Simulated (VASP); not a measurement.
Crystal: PbSe.

```
Pb Se
1.0
     3.83412    0.00000    0.00000
     0.00000    3.83412    0.00000
     0.00000    0.00000    3.83412
Pb Se
1 1
Direct
  0.00000 0.00000 0.00000
  0.50000 0.50000 0.50000
```

Base run:

- Program: VASP 6.6.1
- Functional: PBE
- Potentials or basis: VASP PAW PBE potentials, release 64 (Pb_d, Se)
- Cutoff: 520 eV
- k mesh: 7 × 7 × 7
- Occupations: fermi-dirac, width 0.05 eV
- Spin: no spin polarisation

Its results: band gap on the k mesh zero (band 10 reaches 4.91 eV, above the bottom of band 11 at 4.86 eV); pressure -1.9 GPa.

Problem. The run is repeated on the same cell with these changes: functional from PBE to PBEsol; further incar settings from ALGO = Normal; EDIFF = 1e-06; NBANDS = 17 to ALGO = Normal; EDIFF = 1e-07; NBANDS = 17. What comes out?

Solution. Band gap on the k mesh zero (band 10 reaches 4.76 eV, above the bottom of band 11 at 4.65 eV); pressure -4.8 GPa.

Caveats: spin-orbit coupling is left out, which moves the levels of the heavy elements; the PAW data sets were made with another functional, which shifts forces and pressure a little (some runs).
